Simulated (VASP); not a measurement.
# HfN (P6_3/mmc) in VASP: further runs

HfN is run at these levels: PBEsol; tasks: single point.

Program: VASP 6.6.1. These are calculated values, not measurements. Logs are shortened: lines on timing, memory, paths and dates and some standing lists are left out, and cuts for length are marked.

## (1) The cell of the first run

The structure is hexagonal, space group P6_3/mmc (No. 194). Conventional cell: a = 3.222 Å, b = 3.222 Å, c = 5.391 Å, α = 90.00°, β = 90.00°, γ = 120.00°. Hf (site symmetry -6m2) has 6 N at 2.30 Å within 3.0 Å. N (site symmetry -3m) has 6 Hf at 2.30 Å and 2 N at 2.70 Å within 3.0 Å.

## (2) Single point, PBEsol (strain +0.030 along x and y, +0.000 along z)

INCAR reads:

```
  PREC = Accurate
  ENCUT = 520
  EDIFF = 1E-6
  ISMEAR = 0
  SIGMA = 0.15
  LREAL = F
  LASPH = T
  NELM = 60
  ALGO = Normal
  ISIF = 2
  LWAVE = F
  LCHARG = F
  GGA = PS
  NBANDS = 23
```

KPOINTS reads:

```
Automatic mesh
0
Gamma
  18 18 10
```

POSCAR reads:

```
HfN
1.0
    3.2215385255      0.0000000000      0.0000000000
   -1.6107692628      2.7899342023      0.0000000000
    0.0000000000      0.0000000000      5.3909359316
Hf N
2 2
Direct
    0.6666666667      0.3333333333      0.7500000000
    0.3333333333      0.6666666667      0.2500000000
    0.0000000000      0.0000000000      0.0000000000
    0.0000000000      0.0000000000      0.5000000000
```

Potentials or basis: VASP PAW PBE potentials, release 64 (Hf_pv, N).

The run is started by

```bash
$ cat potpaw_PBE.64/Hf_pv/POTCAR potpaw_PBE.64/N/POTCAR > POTCAR
$ mpirun -np 1 vasp_std > vasp.out
```

OUTCAR:

```text
PREC = Accurate
   ENCUT = 520
   EDIFF = 1E-6
   ISMEAR = 0
   LREAL = F
   LASPH = T
   NELM = 60
   ISIF = 2
   GGA = PS

 ion  position               nearest neighbor table
   1  0.667  0.333  0.750-   3 2.30   4 2.30   3 2.30   4 2.30   3 2.30   4 2.30   2 3.27   2 3.27
                             2 3.27   2 3.27   2 3.27   2 3.27
   2  0.333  0.667  0.250-   3 2.30   4 2.30   3 2.30   4 2.30   3 2.30   4 2.30   1 3.27   1 3.27
                             1 3.27   1 3.27   1 3.27   1 3.27
   3  0.000  0.000  0.000-   1 2.30   2 2.30   2 2.30   1 2.30   1 2.30   2 2.30
   4  0.000  0.000  0.500-   1 2.30   2 2.30   2 2.30   1 2.30   1 2.30   2 2.30

  LATTYP: Found a hexagonal cell.
 ALAT       =     3.2215385255
 C/A-ratio  =     1.6734041480

  Lattice vectors:

 A1 = (   3.2215385255,   0.0000000000,   0.0000000000)
 A2 = (  -1.6107692628,   2.7899342023,   0.0000000000)
 A3 = (   0.0000000000,   0.0000000000,   5.3909359316)

Analysis of symmetry for initial positions (statically):
=====================================================================
 Subroutine PRICEL returns:
 Original cell was already a primitive cell.

 Routine SETGRP: Setting up the symmetry group for a
 hexagonal supercell.

 Subroutine GETGRP returns: Found 24 space group operations
 (whereof 12 operations were pure point group operations)
 out of a pool of 24 trial point group operations.

The static configuration has the point symmetry D_3d.
 The point group associated with its full space group is D_6h.

Analysis of symmetry for dynamics (positions and initial velocities):
=====================================================================
 Subroutine PRICEL returns:
 Original cell was already a primitive cell.

 Routine SETGRP: Setting up the symmetry group for a
 hexagonal supercell.

 Subroutine GETGRP returns: Found 24 space group operations
 (whereof 12 operations were pure point group operations)
 out of a pool of 24 trial point group operations.

The dynamic configuration has the point symmetry D_3d.
 The point group associated with its full space group is D_6h.

 Subroutine INISYM returns: Found 24 space group operations
 (whereof 12 operations are pure point group operations),
 and found     1 'primitive' translations

----------------------------------------------------------------------------------------

                                     Primitive cell

  volume of cell :      48.4531

  direct lattice vectors                    reciprocal lattice vectors
     3.221538526  0.000000000  0.000000000     0.310410691  0.179215696  0.000000000
    -1.610769263  2.789934202  0.000000000     0.000000000  0.358431392  0.000000000
     0.000000000  0.000000000  5.390935932     0.000000000  0.000000000  0.185496547

  length of vectors
     3.221538526  3.221538525  5.390935932     0.358431392  0.358431392  0.185496547

  position of ions in fractional coordinates (direct lattice)
     0.666666667  0.333333333  0.750000000
     0.333333333  0.666666667  0.250000000
     0.000000000  0.000000000  0.000000000
     0.000000000  0.000000000  0.500000000

  ion indices of the primitive-cell ions
   primitive index   ion index
                 1           1
                 2           2
                 3           3
                 4           4

----------------------------------------------------------------------------------------

 KPOINTS: Automatic mesh

Automatic generation of k-mesh.
 Grid dimensions read from file:
 generate k-points for:   18   18   10

 Generating k-lattice:

  Cartesian coordinates                     Fractional coordinates (reciprocal lattice)
     0.017245038  0.009956428  0.000000000     0.055555556  0.000000000  0.000000000
     0.000000000  0.019912855  0.000000000     0.000000000  0.055555556  0.000000000
     0.000000000  0.000000000  0.018549655     0.000000000  0.000000000  0.100000000

  Length of vectors
     0.019912855  0.019912855  0.018549655

  Shift w.r.t. Gamma in fractional coordinates (k-lattice)
     0.000000000  0.000000000  0.000000000

 Subroutine IBZKPT returns following result:
 ===========================================

 Found    222 irreducible k-points:

 Following reciprocal coordinates:
            Coordinates               Weight
  0.000000  0.000000  0.000000      1.000000
  0.055556  0.000000  0.000000      6.000000
  0.111111  0.000000  0.000000      6.000000
  0.166667 -0.000000  0.000000      6.000000
  0.222222  0.000000  0.000000      6.000000
  0.277778 -0.000000  0.000000      6.000000
[... 16 lines left out ...]
  0.333333  0.111111  0.000000     12.000000
  0.388889  0.111111  0.000000     12.000000
 [... further k-points ...]
   k-points           NKPTS =    222   k-points in BZ     NKDIM =    222   number of bands    NBANDS=     23
   number of dos      NEDOS =    301   number of ions     NIONS =      4
   total plane-waves  NPLWV =  23040
   dimension x,y,z NGX =    24 NGY =   24 NGZ =   40
   dimension x,y,z NGXF=    48 NGYF=   48 NGZF=   80
   ions per type =               2   2
   NGX,Y,Z   is equivalent  to a cutoff of  12.39, 12.39, 12.34 a.u.
   NGXF,Y,Z  is equivalent  to a cutoff of  24.77, 24.77, 24.67 a.u.
 SYSTEM =  unknown system
   PREC   = accura    normal or accurate (medium, high low for compatibility)
   ISTART =      0    job   : 0-new  1-cont  2-samecut
   ICHARG =      2    charge: 1-file 2-atom 10-const
   ISPIN  =      1    spin polarized calculation?
   LNONCOLLINEAR =      F non collinear calculations
   LSORBIT =      F    spin-orbit coupling
   LASPH  =      T    aspherical Exc in radial PAW
   ENCUT  =  520.0 eV  38.22 Ry    6.18 a.u.   5.99  5.99 10.02*2*pi/ulx,y,z
   NELM   =     60;   NELMIN=  2; NELMDL= -5     # of ELM steps
   EDIFF  = 0.1E-05   stopping-criterion for ELM
   LREAL  =      F    real-space projection
   EDIFFG = 0.1E-04   stopping-criterion for IOM
   NSW    =      0    number of steps for IOM
   IBRION =     -1    ionic relax: 0-MD 1-quasi-New 2-CG
   NFREE  =      0    steps in history (QN), initial steepest desc. (CG)
   ISIF   =      2    stress and relaxation
   ISYM   =      2    0-nonsym 1-usesym 2-fastsym
   POTIM  = 0.5000    time-step for ionic-motion
   TEBEG  =    0.0;   TEEND  =   0.0 temperature during run
   PSTRESS=    0.0 pullay stress
   NELECT =      30.0000    total number of electrons
   NUPDOWN=      -1.0000    fix difference up-down
   EMIN   =  10.00;   EMAX   =-10.00  energy-range for DOS
   EFERMI =   0.00;   METHOD = LEGACY
   ISMEAR =     0;   SIGMA  =   0.15  broadening in eV -4-tet -1-fermi 0-gaus
   EFERMI_NEDOS =   21; number of points for ismear=-14 and -15
   IALGO  =     38    algorithm
   IMIX   =      4    mixing-type and parameters
     AMIX     =   0.40;   BMIX     =  1.00
     AMIX_MAG =   1.60;   BMIX_MAG =  1.00
  volume/ion in A,a.u.               =      12.11        81.74
  Fermi-wavevector in a.u.,A,eV,Ry     =   1.395323  2.636778 26.489541  1.946926
  Thomas-Fermi vector in A             =   2.518786
   LORBIT       =      0    0 simple, 1 ext, 2 COOP (PROOUT), +10 PAW based schemes
   GGA     = PS    functional components
   LHFCALC =     F    Hartree Fock is set to
   AEXX    =    0.0000 exact exchange contribution
   IVDW    =     0    specifies the selected vdW correction
   LEPSILON=     F    determine dielectric tensor
   LRPA    =     F    only Hartree local field effects (RPA)
 non-spin polarized calculation
 Gauss-broadening in eV      SIGMA  =   0.15
  energy-cutoff  :      520.00
  volume of cell :       48.45
 maximum number of plane-waves:      1332
 NGX is ok and might be reduce to    24
   NGX = 11   NGY = 11   NGZ = 21

 number of electron      30.0000008 magnetization

 Free energy of the ion-electron system (eV)
  ---------------------------------------------------
  ext. energy  EPLUGINS =         0.00000000
  ---------------------------------------------------
  free energy    TOTEN  =       -45.66931814 eV

  energy without entropy =      -45.66073423  energy(sigma->0) =      -45.66502618

 E-fermi :   7.3488     XC(G=0): -12.6422

 val. band max:        7.3329205282   @ k =   0.3333   0.3333   0.1000
 cond. band min:       7.3576638946   @ k =   0.3333   0.2778   0.4000
 fundamental gap:      0.0247433665
 Fermi energy:         7.3488340071

 k-point     1 :       0.0000    0.0000    0.0000
  band No.  band energies     occupation
      1     -24.3938      2.00000
      2     -23.6310      2.00000
      3     -23.5773      2.00000
      4     -23.5773      2.00000
      5     -23.5123      2.00000
      6     -23.5123      2.00000
[... 15 lines left out ...]
     22      12.8529      0.00000
     23      12.8529      0.00000

 k-point     2 :       0.0556    0.0000    0.0000
  band No.  band energies     occupation
      1     -24.3846      2.00000
      2     -23.6325      2.00000
      3     -23.5976      2.00000
      4     -23.5843      2.00000
      5     -23.5326      2.00000
      6     -23.5139      2.00000
[... 15 lines left out ...]
     22      12.7343      0.00000
     23      12.8333      0.00000

 k-point     3 :       0.1111    0.0000    0.0000
  band No.  band energies     occupation
      1     -24.3579      2.00000
      2     -23.6570      2.00000
      3     -23.6374      2.00000
      4     -23.6033      2.00000
      5     -23.5890      2.00000
      6     -23.5194      2.00000
[... 15 lines left out ...]
     22      12.4190      0.00000
     23      12.7824      0.00000
[... 495 lines left out ...]
 k-point    23 :       0.3333    0.1111    0.0000
  band No.  band energies     occupation
      1     -24.1719      2.00000
      2     -24.0502      2.00000
      3     -24.0181      2.00000
      4     -23.7780      2.00000
      5     -23.7393      2.00000
      6     -23.6352      2.00000
[... 15 lines left out ...]
     22      13.1030      0.00000
     23      13.6515      0.00000

 k-point    24 :       0.3889    0.1111    0.0000
  band No.  band energies     occupation
      1     -24.2243      2.00000
      2     -24.0524      2.00000
      3     -24.0008      2.00000
      4     -23.8008      2.00000
      5     -23.7673      2.00000
      6     -23.6460      2.00000
[... 15 lines left out ...]
     22      13.0949      0.00000
     23      14.0313      0.00000

 [... further k-points ...]

------------------------ aborting loop because EDIFF is reached ----------------------------------------

  FORCE on cell =-STRESS in cart. coord.  units (eV):
  Direction    XX          YY          ZZ          XY          YZ          ZX
  --------------------------------------------------------------------------------------
  -------------------------------------------------------------------------------------
  Total       -6.2297838     -6.2297838     -2.4875195      0.0000000      0.0000000     -0.0000000
  in kB     -205.9975708   -205.9975708    -82.2537338      0.0000000      0.0000000     -0.0000000
  external PRESSURE =    -164.7496251 kB  Pullay stress =       0.0000000 kB

 VOLUME and BASIS-vectors are now :
 -----------------------------------------------------------------------------
  energy-cutoff  :      520.00
  volume of cell :       48.45
      direct lattice vectors                 reciprocal lattice vectors
     3.221538526  0.000000000  0.000000000     0.310410691  0.179215696  0.000000000
    -1.610769263  2.789934202  0.000000000     0.000000000  0.358431392  0.000000000
     0.000000000  0.000000000  5.390935932     0.000000000  0.000000000  0.185496547

 POSITION                                       TOTAL-FORCE (eV/Angst)
 -----------------------------------------------------------------------------------
      1.61077      0.92998      4.04320        -0.000000      0.000000      0.000000
     -0.00000      1.85996      1.34773         0.000000     -0.000000      0.000000
      0.00000      0.00000      0.00000         0.000000      0.000000      0.000000
      0.00000      0.00000      2.69547         0.000000      0.000000      0.000000
 -----------------------------------------------------------------------------------
    total drift:                               -0.000000      0.000000     -0.000000

  FREE ENERGIE OF THE ION-ELECTRON SYSTEM (eV)
  ---------------------------------------------------
  free  energy   TOTEN  =       -45.6693181396 eV

  energy  without entropy=      -45.6607342296  energy(sigma->0) =      -45.66502618
```

Wall time 4.4 min (1 thread of Intel Xeon 8259CL, shared host); peak memory 0.33 GiB.

Results:

| Quantity | Value |
| --- | --- |
| Free energy | -45.6693 eV |
| Pressure | -16.5 GPa |
| Band gap on the k mesh | zero (bands 15 and 16 overlap by 2.25 eV) |

Stress tensor (GPa, compression positive):
```
-20.60   0.00   0.00
  0.00 -20.60   0.00
  0.00   0.00  -8.23
```

Levels at points of the mesh, in eV from the Fermi level:
| k point | band 12 | band 13 | band 14 | band 15 | band 16 | band 17 | band 18 | band 19 |
| --- | --- | --- | --- | --- | --- | --- | --- | --- |
| (0.00, 0.00, 0.00) | -3.56 | -3.56 | -1.44 | -0.32 | 0.59 | 0.67 | 0.67 | 1.49 |
| (0.50, 0.00, 0.00) | -5.36 | -3.34 | -2.73 | -2.11 | 2.50 | 2.50 | 3.86 | 4.48 |
| (0.00, 0.00, 0.50) | -4.38 | -4.38 | -4.38 | 1.81 | 1.81 | 2.59 | 2.59 | 2.84 |
| (0.50, 0.00, 0.50) | -5.14 | -4.43 | -4.43 | -0.31 | -0.31 | 4.21 | 4.21 | 4.27 |

Caveat: the cell differs from its parent crystal (strain +0.030 along x and y, +0.000 along z); the cell stands under tension; the PAW data sets were made with another functional, which shifts forces and pressure a little; spin-orbit coupling is left out, which moves the levels of the heavy elements.

[end of part 1 of 2]
